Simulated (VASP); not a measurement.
A run of VASP 6.6.1:

INCAR

```
PREC = Accurate ; ENCUT = 520
EDIFF = 1E-7 ; ISMEAR = -1
SIGMA = 0.1 ; LREAL = F
LASPH = T ; NELM = 100
ALGO = Normal ; ISIF = 2
LWAVE = F ; LCHARG = F
GGA = PE ; NBANDS = 25
```

File KPOINTS:

```
regular mesh
0
Gamma
  11 11 6
```

POSCAR

```
NbSi
1.0
    2.6650431620      0.0000000000      0.0000000000
   -1.3325215810      2.3079950805      0.0000000000
    0.0000000000      0.0000000000      7.8504319036
Nb Si
2 2
Direct
    0.0000000000      0.0000000000      0.0000000000
    0.0000000000      0.0000000000      0.5000000000
    0.3333333333      0.6666666667      0.2500000000
    0.6666666667      0.3333333333      0.7500000000
```

Potentials or basis: VASP PAW PBE potentials, release 64 (Nb_sv, Si).

Launch:

```sh
$ cat potpaw_PBE.64/Nb_sv/POTCAR potpaw_PBE.64/Si/POTCAR > POTCAR
$ mpirun -np 1 vasp_std > vasp.out
```

Hardware: 1 thread of Intel Xeon 8259CL (shared host).

Q: How long does it take, and how much memory?

A: Run time: 2 min on 1 thread of Intel Xeon 8259CL (shared host), peak memory 0.2 GiB. Counts: scf iterations 15, k points 64.
